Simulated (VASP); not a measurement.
KI: relaxation of volume and atoms at fixed shape with PBE

The system is KI.

```
K I
1.0
     0.00000    3.53277    3.53277
     3.53277    0.00000    3.53277
     3.53277    3.53277    0.00000
K I
1 1
Direct
  0.00000 0.00000 0.00000
  0.50000 0.50000 0.50000
```

* Program: VASP 6.6.1
* Task: relaxation of volume and atoms at fixed shape
* Functional: PBE
* Potentials or basis: VASP PAW PBE potentials, release 64 (K_sv, I)
* Cutoff: 600 eV
* k mesh: 6 × 6 × 6
* Occupations: gaussian, width 0.01 eV
* Spin: no spin polarisation
* Dipole correction: no
* Further INCAR settings: ALGO = Normal; EDIFF = 1e-06; IBRION = 2; EDIFFG = -0.01; NSW = 60; ISIF = 8

* Relaxed volume: 46.44 Å³/atom
* Relaxed cell: a = 5.083 Å, b = 5.083 Å, c = 5.083 Å, α = 60.00°, β = 60.00°, γ = 60.00°
* Space group after relaxing (to 0.05 Å): Fm-3m (No. 225)
* Energy gained by relaxing: 4.3 meV/atom
* Ionic steps: 4
* Pressure after relaxing: 0.0 GPa
* Band gap on the k mesh: 3.85 eV, direct

The path:
```
step  energy change (eV)  largest force (eV/Å)  pressure (GPa)  volume (Å³)
   1              0.0000                0.0000            0.62        88.18
   2             -0.0063                0.0000            0.31        90.38
   3             -0.0085                0.0000           -0.06        93.42
   4             -0.0086                0.0000            0.00        92.88
```

Final structure:
```cif
data_structure
_symmetry_space_group_name_H-M 'P 1'
_symmetry_Int_Tables_number 1
_cell_length_a 5.0833
_cell_length_b 5.0833
_cell_length_c 5.0833
_cell_angle_alpha 60.000
_cell_angle_beta 60.000
_cell_angle_gamma 60.000
_cell_volume 92.88
loop_
_atom_site_label
_atom_site_type_symbol
_atom_site_fract_x
_atom_site_fract_y
_atom_site_fract_z
_atom_site_occupancy
K1 K 0.00000 0.00000 0.00000 1
I1 I 0.50000 0.50000 0.50000 1
```

Levels at points of the mesh, in eV from the valence-band top:
```tsv
k point	band 5	band 6	band 7	band 8	band 9	band 10	band 11	band 12
(0.00, 0.00, 0.00)	-10.43	0.00	0.00	0.00	3.85	6.51	6.51	6.51
(0.50, 0.00, 0.00)	-10.21	-1.21	-0.30	-0.30	5.47	7.55	8.04	8.04
(0.50, 0.50, 0.00)	-10.31	-0.92	-0.34	-0.34	5.01	5.65	8.04	8.55
```

Wall time 90 s on 1 thread of AMD EPYC 7R13 Processor (Zen 3) (shared host), peak memory 0.23 GiB.

Caveat: spin-orbit coupling is left out, which moves the levels of the heavy elements. PBE usually gives volumes a little too large and moduli too small.
